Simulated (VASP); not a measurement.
A run of VASP 6.6.1 is set up as follows.

The input POSCAR:

```
Pt
1.0
    2.7961447182      0.0000000000      0.0000000000
   -1.3980723591      2.4215323586      0.0000000000
    0.0000000000      0.0000000000      5.0076965818
Pt
2
Direct
    0.6666666667      0.3333333333      0.7500000000
    0.3333333333      0.6666666667      0.2500000000
```

INCAR.step1

```
SYSTEM = Pt
PREC = Accurate
ENCUT = 520
ISMEAR = 0
SIGMA = 0.1
LREAL = .False.
LASPH = .True.
NELM = 60
NBANDS = 17
GGA = PE
ALGO = Normal
EDIFF = 1E-4
LWAVE = .True.
LCHARG = .False.
```

INCAR.step2

```
SYSTEM = Pt
PREC = Accurate
ENCUT = 520
EDIFF = 1E-7
ISMEAR = 0
SIGMA = 0.1
LREAL = .False.
LASPH = .True.
NELM = 60
ALGO = Normal
ISIF = 2
LWAVE = .False.
LCHARG = .False.
METAGGA = R2SCAN
LMIXTAU = .True.
NBANDS = 17
ISTART = 1
```

Contents of KPOINTS:

```
Automatic mesh
0
Gamma
  18 18 10
  0 0 0
```

Potentials or basis: VASP PAW PBE potentials, release 64 (Pt).

Run with:

```bash
$ cat potpaw_PBE.64/Pt/POTCAR > POTCAR
$ cp INCAR.step1 INCAR
$ mpirun -np 1 vasp_std > vasp.out
$ cp INCAR.step2 INCAR
$ mpirun -np 1 vasp_std > vasp.out
```

Task: What does it give for the band gap on the k mesh?

Result: Zero (band 10 reaches 9.42 eV, above the bottom of band 11 at 8.14 eV).

Task: What does it give for the pressure?

Result: -18.5 GPa.

Stress tensor (GPa, compression positive):
```
-18.36   0.00   0.00
  0.00 -18.36   0.00
  0.00   0.00 -18.74
```

Caveat: the PAW data sets were made with another functional, which shifts forces and pressure a little; spin-orbit coupling is left out, which moves the levels of the heavy elements.
